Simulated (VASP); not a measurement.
A run of VASP 6.6.1 is set up as follows.

INCAR

```
SYSTEM = Ga2P
  ALGO = Normal
  EDIFF = 1E-6
  ENCUT = 520
  GGA = PE
  ISIF = 2
  ISMEAR = 0
  LASPH = .True.
  LCHARG = .True.
  LELF = .True.
  LREAL = .False.
  LVHAR = .True.
  LWAVE = .False.
  NBANDS = 22
  NELM = 60
  PREC = Accurate
  SIGMA = 0.1
```

File KPOINTS:

```
k-points
0
Gamma
  12 12 16
  0 0 0
```

POSCAR

```
Ga2P
1.0
    4.8168644443     -0.0000000034      0.0000000000
   -2.4084322192      4.1715269771      0.0000000000
    0.0000000000      0.0000000000      2.6930067708
Ga P
2 1
Direct
    0.6666666667      0.3333333333      0.5000000000
    0.3333333333      0.6666666667      0.5000000000
    0.0000000000      0.0000000000      0.0000000000
```

Potentials or basis: VASP PAW PBE potentials, release 64 (Ga_d, P).

The run is started by

```bash
$ cat potpaw_PBE.64/Ga_d/POTCAR potpaw_PBE.64/P/POTCAR > POTCAR
$ mpirun -np 1 vasp_std > vasp.out
```

Task: Estimate the pressure.

Result: 0.1 GPa.

Task: Predict the band gap on the k mesh.

Result: Zero (an odd number of electrons rules out a gap without spin polarisation).
